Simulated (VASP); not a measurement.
# Tc3Sn (Fm-3m) in VASP: further runs

Tc3Sn is run at these levels: PBEsol+D3(BJ); tasks: single point.

Program: VASP 6.6.1. These are calculated values, not measurements. Logs are shortened: lines on timing, memory, paths and dates and some standing lists are left out, and cuts for length are marked.

### 1 The cell of the first run

It takes space group Fm-3m (No. 225, cubic). Conventional cell: a = 6.344 Å, b = 6.344 Å, c = 6.344 Å, α = 90.00°, β = 90.00°, γ = 90.00°. Within 3.6 Å of Tc (site symmetry -43m) lie 10 Tc at 2.75 to 3.17 Å and 4 Sn at 2.75 Å. Tc (site symmetry m-3m) has 8 Tc at 2.75 Å and 6 Sn at 3.17 Å within 3.6 Å. Sn (site symmetry m-3m) has 14 Tc at 2.75 to 3.17 Å within 3.6 Å.

### 2 Single point, PBEsol+D3(BJ)

INCAR

```
SYSTEM = Tc3Sn
  PREC = Accurate
  ENCUT = 520
  EDIFF = 1E-6
  ISMEAR = -1
  SIGMA = 0.05
  LREAL = .FALSE.
  LASPH = .TRUE.
  NELM = 60
  ALGO = Normal
  ISIF = 2
  LWAVE = .FALSE.
  LCHARG = .FALSE.
  GGA = PS
  IVDW = 12
  NBANDS = 34
```

KPOINTS

```
Automatic mesh
0
G
  6 6 6
  0 0 0
```

POSCAR

```
Tc3Sn
1.0
    0.0000000000      3.1721940000      3.1721940000
    3.1721940000      0.0000000000      3.1721940000
    3.1721940000      3.1721940000      0.0000000000
Tc Sn
3 1
Direct
    0.2500000000      0.2500000000      0.2500000000
    0.7500000000      0.7500000000      0.7500000000
    0.5000000000      0.5000000000      0.5000000000
    0.0000000000      0.0000000000      0.0000000000
```

Potentials or basis: VASP PAW PBE potentials, release 64 (Tc_pv, Sn_d).

Command:

```
cat potpaw_PBE.64/Tc_pv/POTCAR potpaw_PBE.64/Sn_d/POTCAR > POTCAR
mpirun -np 1 vasp_std > vasp.out
```

OUTCAR:

```text
SYSTEM = Tc3Sn
   PREC = Accurate
   ENCUT = 520
   EDIFF = 1E-6
   ISMEAR = -1
   LREAL = .FALSE.
   LASPH = .TRUE.
   NELM = 60
   ISIF = 2
   GGA = PS
   IVDW = 12
 IVDW          = 12

 ion  position               nearest neighbor table
   1  0.250  0.250  0.250-   4 2.75   4 2.75   4 2.75   3 2.75   3 2.75   3 2.75   4 2.75   3 2.75
                             2 3.17   2 3.17   2 3.17   2 3.17   2 3.17   2 3.17
   2  0.750  0.750  0.750-   3 2.75   3 2.75   3 2.75   4 2.75   4 2.75   4 2.75   4 2.75   3 2.75
                             1 3.17   1 3.17   1 3.17   1 3.17   1 3.17   1 3.17
   3  0.500  0.500  0.500-   1 2.75   1 2.75   1 2.75   2 2.75   2 2.75   2 2.75   2 2.75   1 2.75
                             4 3.17   4 3.17   4 3.17   4 3.17   4 3.17   4 3.17
   4  0.000  0.000  0.000-   2 2.75   2 2.75   2 2.75   1 2.75   1 2.75   1 2.75   2 2.75   1 2.75
                             3 3.17   3 3.17   3 3.17   3 3.17   3 3.17   3 3.17

  LATTYP: Found a face centered cubic cell.
 ALAT       =     6.3443880000

  Lattice vectors:

 A1 = (   0.0000000000,   3.1721940000,   3.1721940000)
 A2 = (   3.1721940000,   0.0000000000,   3.1721940000)
 A3 = (   3.1721940000,   3.1721940000,   0.0000000000)

Analysis of symmetry for initial positions (statically):
=====================================================================
 Subroutine PRICEL returns:
 Original cell was already a primitive cell.

 Routine SETGRP: Setting up the symmetry group for a
 face centered cubic supercell.

 Subroutine GETGRP returns: Found 48 space group operations
[... 9 lines left out ...]

 Routine SETGRP: Setting up the symmetry group for a
 face centered cubic supercell.

 Subroutine GETGRP returns: Found 48 space group operations
[... 11 lines left out ...]
                                     Primitive cell

  volume of cell :      63.8424

  direct lattice vectors                    reciprocal lattice vectors
     0.000000000  3.172194000  3.172194000    -0.157619616  0.157619616  0.157619616
     3.172194000  0.000000000  3.172194000     0.157619616 -0.157619616  0.157619616
     3.172194000  3.172194000  0.000000000     0.157619616  0.157619616 -0.157619616

  length of vectors
     4.486159777  4.486159777  4.486159777     0.273005183  0.273005183  0.273005183

  position of ions in fractional coordinates (direct lattice)
     0.250000000  0.250000000  0.250000000
     0.750000000  0.750000000  0.750000000
     0.500000000  0.500000000  0.500000000
     0.000000000  0.000000000  0.000000000

  ion indices of the primitive-cell ions
   primitive index   ion index
                 1           1
                 2           2
                 3           3
                 4           4

----------------------------------------------------------------------------------------

 KPOINTS: Automatic mesh

Automatic generation of k-mesh.
 Grid dimensions read from file:
 generate k-points for:    6    6    6

 Generating k-lattice:

  Cartesian coordinates                     Fractional coordinates (reciprocal lattice)
    -0.026269936  0.026269936  0.026269936     0.166666667  0.000000000  0.000000000
     0.026269936 -0.026269936  0.026269936     0.000000000  0.166666667  0.000000000
     0.026269936  0.026269936 -0.026269936     0.000000000  0.000000000  0.166666667

  Length of vectors
     0.045500864  0.045500864  0.045500864

  Shift w.r.t. Gamma in fractional coordinates (k-lattice)
     0.000000000  0.000000000  0.000000000

 Subroutine IBZKPT returns following result:
 ===========================================

 Found     16 irreducible k-points:

 Following reciprocal coordinates:
            Coordinates               Weight
  0.000000  0.000000  0.000000      1.000000
  0.166667  0.000000  0.000000      8.000000
  0.333333  0.000000  0.000000      8.000000
  0.500000  0.000000  0.000000      4.000000
  0.166667  0.166667  0.000000      6.000000
  0.333333  0.166667  0.000000     24.000000
[... 8 lines left out ...]
 -0.333333  0.333333  0.166667     24.000000
 -0.333333  0.500000  0.166667     12.000000
   k-points           NKPTS =     16   k-points in BZ     NKDIM =     16   number of bands    NBANDS=     34
   number of dos      NEDOS =    301   number of ions     NIONS =      4
   total plane-waves  NPLWV =  46656
   dimension x,y,z NGX =    36 NGY =   36 NGZ =   36
   dimension x,y,z NGXF=    72 NGYF=   72 NGZF=   72
   ions per type =               3   1
   NGX,Y,Z   is equivalent  to a cutoff of  13.34, 13.34, 13.34 a.u.
   NGXF,Y,Z  is equivalent  to a cutoff of  26.68, 26.68, 26.68 a.u.
 SYSTEM =  Tc3Sn
   PREC   = accura    normal or accurate (medium, high low for compatibility)
   ISTART =      0    job   : 0-new  1-cont  2-samecut
   ICHARG =      2    charge: 1-file 2-atom 10-const
   ISPIN  =      1    spin polarized calculation?
   LNONCOLLINEAR =      F non collinear calculations
   LSORBIT =      F    spin-orbit coupling
   LASPH  =      T    aspherical Exc in radial PAW
   ENCUT  =  520.0 eV  38.22 Ry    6.18 a.u.   8.34  8.34  8.34*2*pi/ulx,y,z
   NELM   =     60;   NELMIN=  2; NELMDL= -5     # of ELM steps
   EDIFF  = 0.1E-05   stopping-criterion for ELM
   LREAL  =      F    real-space projection
   EDIFFG = 0.1E-04   stopping-criterion for IOM
   NSW    =      0    number of steps for IOM
   IBRION =     -1    ionic relax: 0-MD 1-quasi-New 2-CG
   NFREE  =      0    steps in history (QN), initial steepest desc. (CG)
   ISIF   =      2    stress and relaxation
   ISYM   =      2    0-nonsym 1-usesym 2-fastsym
   POTIM  = 0.5000    time-step for ionic-motion
   TEBEG  =    0.0;   TEEND  =   0.0 temperature during run
   PSTRESS=    0.0 pullay stress
   NELECT =      53.0000    total number of electrons
   NUPDOWN=      -1.0000    fix difference up-down
   EMIN   =  10.00;   EMAX   =-10.00  energy-range for DOS
   EFERMI =   0.00;   METHOD = LEGACY
   ISMEAR =    -1;   SIGMA  =   0.05  broadening in eV -4-tet -1-fermi 0-gaus
   EFERMI_NEDOS =   21; number of points for ismear=-14 and -15
   IALGO  =     38    algorithm
   IMIX   =      4    mixing-type and parameters
     AMIX     =   0.40;   BMIX     =  1.00
     AMIX_MAG =   1.60;   BMIX_MAG =  1.00
  volume/ion in A,a.u.               =      15.96       107.71
  Fermi-wavevector in a.u.,A,eV,Ry     =   1.538616  2.907564 32.209626  2.367341
  Thomas-Fermi vector in A             =   2.644960
   LORBIT       =      0    0 simple, 1 ext, 2 COOP (PROOUT), +10 PAW based schemes
   GGA     = PS    functional components
   LHFCALC =     F    Hartree Fock is set to
   AEXX    =    0.0000 exact exchange contribution
   IVDW    =    12    specifies the selected vdW correction
   LEPSILON=     F    determine dielectric tensor
   LRPA    =     F    only Hartree local field effects (RPA)
 non-spin polarized calculation
  energy-cutoff  :      520.00
  volume of cell :       63.84
 maximum number of plane-waves:      1759
 NGX is ok and might be reduce to    36
   NGX = 17   NGY = 17   NGZ = 17

 number of electron      53.0000002 magnetization

 Free energy of the ion-electron system (eV)
  ---------------------------------------------------
  ext. energy  EPLUGINS =         0.00000000
  ---------------------------------------------------
  free energy    TOTEN  =       -37.04577254 eV

  energy without entropy =      -37.00182166  energy(sigma->0) =      -37.02379710

 E-fermi :  12.2075     XC(G=0): -13.2811

 val. band max:       12.1545123789   @ k =   0.5000   0.5000   0.0000
 cond. band min:      12.2197073424   @ k =  -0.3333   0.3333   0.0000
 fundamental gap:      0.0651949634
 Fermi energy:        12.2074779959

 k-point     1 :       0.0000    0.0000    0.0000
  band No.  band energies     occupation
      1     -27.1566      2.00000
      2     -27.1566      2.00000
      3     -27.1566      2.00000
      4     -26.5131      2.00000
      5     -26.5131      2.00000
      6     -26.5131      2.00000
[... 26 lines left out ...]
     33      17.1412      0.00000
     34      17.1412      0.00000

 k-point     2 :       0.1667    0.0000    0.0000
  band No.  band energies     occupation
      1     -27.1660      2.00000
      2     -27.1660      2.00000
      3     -27.1606      2.00000
      4     -26.4976      2.00000
      5     -26.4976      2.00000
      6     -26.4775      2.00000
[... 26 lines left out ...]
     33      17.4148      0.00000
     34      17.4148      0.00000

 k-point     3 :       0.3333    0.0000    0.0000
  band No.  band energies     occupation
      1     -27.1836      2.00000
      2     -27.1836      2.00000
      3     -27.1604      2.00000
      4     -26.4649      2.00000
      5     -26.4649      2.00000
      6     -26.4173      2.00000
[... 26 lines left out ...]
     33      17.8693      0.00000
     34      17.8693      0.00000

 k-point     4 :       0.5000    0.0000    0.0000
  band No.  band energies     occupation
      1     -27.1920      2.00000
      2     -27.1920      2.00000
      3     -27.1568      2.00000
      4     -26.4467      2.00000
      5     -26.4464      2.00000
      6     -26.4464      2.00000
[... 26 lines left out ...]
     33      18.0412      0.00000
     34      18.0412      0.00000

 k-point     5 :       0.1667    0.1667    0.0000
  band No.  band energies     occupation
      1     -27.1780      2.00000
      2     -27.1780      2.00000
      3     -27.1445      2.00000
      4     -26.4878      2.00000
      5     -26.4878      2.00000
      6     -26.4725      2.00000
[... 26 lines left out ...]
     33      17.4632      0.00000
     34      17.4632      0.00000

 k-point     6 :       0.3333    0.1667    0.0000
  band No.  band energies     occupation
      1     -27.1968      2.00000
      2     -27.1918      2.00000
      3     -27.1429      2.00000
      4     -26.4577      2.00000
      5     -26.4576      2.00000
      6     -26.4299      2.00000
[... 26 lines left out ...]
     33      16.6026      0.00000
     34      17.2006      0.00000

 k-point     7 :       0.5000    0.1667    0.0000
  band No.  band energies     occupation
      1     -27.2036      2.00000
      2     -27.1913      2.00000
      3     -27.1554      2.00000
      4     -26.4766      2.00000
      5     -26.4321      2.00000
      6     -26.4292      2.00000
[... 26 lines left out ...]
     33      16.2691      0.00000
     34      17.4506      0.00000

 k-point     8 :      -0.3333    0.1667    0.0000
  band No.  band energies     occupation
      1     -27.1925      2.00000
      2     -27.1852      2.00000
      3     -27.1680      2.00000
      4     -26.4615      2.00000
      5     -26.4416      2.00000
      6     -26.4362      2.00000
[... 26 lines left out ...]
     33      16.2818      0.00000
     34      17.1143      0.00000

 k-point     9 :      -0.1667    0.1667    0.0000
  band No.  band energies     occupation
      1     -27.1820      2.00000
      2     -27.1737      2.00000
      3     -27.1633      2.00000
      4     -26.4765      2.00000
      5     -26.4685      2.00000
      6     -26.4383      2.00000
[... 26 lines left out ...]
     33      16.5324      0.00000
     34      16.6681      0.00000

 k-point    10 :       0.3333    0.3333    0.0000
  band No.  band energies     occupation
      1     -27.2178      2.00000
      2     -27.2178      2.00000
      3     -27.1138      2.00000
      4     -26.4845      2.00000
      5     -26.4297      2.00000
      6     -26.4297      2.00000
[... 26 lines left out ...]
     33      15.0963      0.00000
     34      17.5437      0.00000

 k-point    11 :       0.5000    0.3333    0.0000
  band No.  band energies     occupation
      1     -27.2259      2.00000
      2     -27.2210      2.00000
      3     -27.1164      2.00000
      4     -26.5252      2.00000
      5     -26.4003      2.00000
      6     -26.3975      2.00000
[... 26 lines left out ...]
     33      14.4767      0.00000
     34      18.0634      0.00000

 k-point    12 :      -0.3333    0.3333    0.0000
  band No.  band energies     occupation
      1     -27.2137      2.00000
      2     -27.2003      2.00000
      3     -27.1492      2.00000
      4     -26.5156      2.00000
      5     -26.4032      2.00000
      6     -26.4013      2.00000
[... 26 lines left out ...]
     33      14.7340      0.00000
     34      17.9408      0.00000

 k-point    13 :       0.5000    0.5000    0.0000
  band No.  band energies     occupation
      1     -27.2365      2.00000
      2     -27.2365      2.00000
      3     -27.0936      2.00000
      4     -26.5478      2.00000
      5     -26.3729      2.00000
      6     -26.3729      2.00000
[... 26 lines left out ...]
     33      14.0564      0.00000
     34      18.0015      0.00000

 k-point    14 :       0.5000    0.3333    0.1667
  band No.  band energies     occupation
      1     -27.2159      2.00000
      2     -27.1936      2.00000
      3     -27.1440      2.00000
      4     -26.4877      2.00000
      5     -26.4253      2.00000
      6     -26.4227      2.00000
[... 26 lines left out ...]
     33      14.9519      0.00000
     34      18.1888      0.00000

 k-point    15 :      -0.3333    0.3333    0.1667
  band No.  band energies     occupation
      1     -27.2260      2.00000
      2     -27.1722      2.00000
      3     -27.1652      2.00000
      4     -26.5153      2.00000
      5     -26.4029      2.00000
      6     -26.4018      2.00000
[... 26 lines left out ...]
     33      14.7488      0.00000
     34      18.5474      0.00000

 k-point    16 :      -0.3333    0.5000    0.1667
  band No.  band energies     occupation
      1     -27.2385      2.00000
      2     -27.2008      2.00000
      3     -27.1293      2.00000
      4     -26.5381      2.00000
      5     -26.3807      2.00000
      6     -26.3715      2.00000
[... 26 lines left out ...]
     33      14.0627      0.00000
     34      18.7307      0.00000

------------------------ aborting loop because EDIFF is reached ----------------------------------------

 Edisp (eV)   -2.32454

 E8    (eV) :    -1.6130

  FORCE on cell =-STRESS in cart. coord.  units (eV):
  Direction    XX          YY          ZZ          XY          YZ          ZX
  --------------------------------------------------------------------------------------
  -------------------------------------------------------------------------------------
  Total      -6.22593    -6.22593    -6.22593     0.00000     0.00000     0.00000
  in kB    -156.24482  -156.24482  -156.24482     0.00000     0.00000     0.00000
  external pressure =     -156.24 kB  Pullay stress =        0.00 kB

 VOLUME and BASIS-vectors are now :
 -----------------------------------------------------------------------------
  energy-cutoff  :      520.00
  volume of cell :       63.84
      direct lattice vectors                 reciprocal lattice vectors
     0.000000000  3.172194000  3.172194000    -0.157619616  0.157619616  0.157619616
     3.172194000  0.000000000  3.172194000     0.157619616 -0.157619616  0.157619616
     3.172194000  3.172194000  0.000000000     0.157619616  0.157619616 -0.157619616

 POSITION                                       TOTAL-FORCE (eV/Angst)
 -----------------------------------------------------------------------------------
      1.58610      1.58610      1.58610        -0.000000      0.000000     -0.000000
      4.75829      4.75829      4.75829        -0.000000     -0.000000      0.000000
      3.17219      3.17219      3.17219         0.000000      0.000000      0.000000
      0.00000      0.00000      0.00000         0.000000      0.000000      0.000000
 -----------------------------------------------------------------------------------
    total drift:                                0.000000      0.000000      0.000000

  FREE ENERGIE OF THE ION-ELECTRON SYSTEM (eV)
  ---------------------------------------------------
  free  energy   TOTEN  =       -39.3703120922 eV

  energy  without entropy=      -39.3263612135  energy(sigma->0) =      -39.34833665
```

Run time: 34 s. Hardware: 1 thread of Intel Xeon 6975P-C (Granite Rapids), shared host; peak memory 0.22 GiB.

Results:

* Free energy: -39.3703 eV
* Pressure: -15.6 GPa
* Dispersion energy per atom: -0.581 eV

Caveat: three body term missing; the PAW data sets were made with another functional, which shifts forces and pressure a little; spin-orbit coupling is left out, which moves the levels of the heavy elements; pairwise dispersion overbinds metals, which lowers pressure and volume.

### 3 Single point, PBEsol+D3(BJ)

INCAR

```
ALGO     = Normal         # electronic algorithm
EDIFF    = 1E-6           # SCF threshold, eV
ENCUT    = 520            # plane-wave cutoff, eV
GGA      = PS             # functional
ISIF     = 2              # what is computed and relaxed
ISMEAR   = -1             # smearing method
IVDW     = 12             # dispersion correction
LASPH    = True           # aspherical terms in the spheres
LCHARG   = False          # write CHGCAR
LREAL    = False          # projectors in reciprocal space
LWAVE    = False          # write WAVECAR
NBANDS   = 34             # bands
NELM     = 60             # most SCF steps
PREC     = Accurate       # precision mode
SIGMA    = 0.05           # smearing width, eV
```

KPOINTS

```
k-points
0
Gamma
  8 8 8
```

POSCAR is that of step 2.

Potentials or basis: VASP PAW PBE potentials, release 64 (Tc_pv, Sn_d).

Command:

```
cat potpaw_PBE.64/Tc_pv/POTCAR potpaw_PBE.64/Sn_d/POTCAR > POTCAR
mpirun -np 1 vasp_std > vasp.out
```

Wall time 58 s (1 thread of Intel Xeon 6975P-C (Granite Rapids), shared host); peak memory 0.24 GiB.

It converged, with:

```
Free energy                : -39.3923 eV
Pressure                   : -15.8 GPa
Dispersion energy per atom : -0.581 eV
```

Levels at points of the mesh, in eV from the Fermi level:
```tsv
k point	band 24	band 25	band 26	band 27	band 28	band 29	band 30	band 31
(0.00, 0.00, 0.00)	0.72	0.72	0.72	0.72	0.72	1.44	1.44	2.12
(0.50, 0.00, 0.00)	-1.09	-1.09	-0.85	0.54	0.54	0.73	0.73	1.21
(0.50, 0.50, 0.00)	-1.53	-0.53	-0.53	-0.01	0.18	0.49	1.34	1.47
```

Caveat: three body term missing; the PAW data sets were made with another functional, which shifts forces and pressure a little; spin-orbit coupling is left out, which moves the levels of the heavy elements; pairwise dispersion overbinds metals, which lowers pressure and volume.
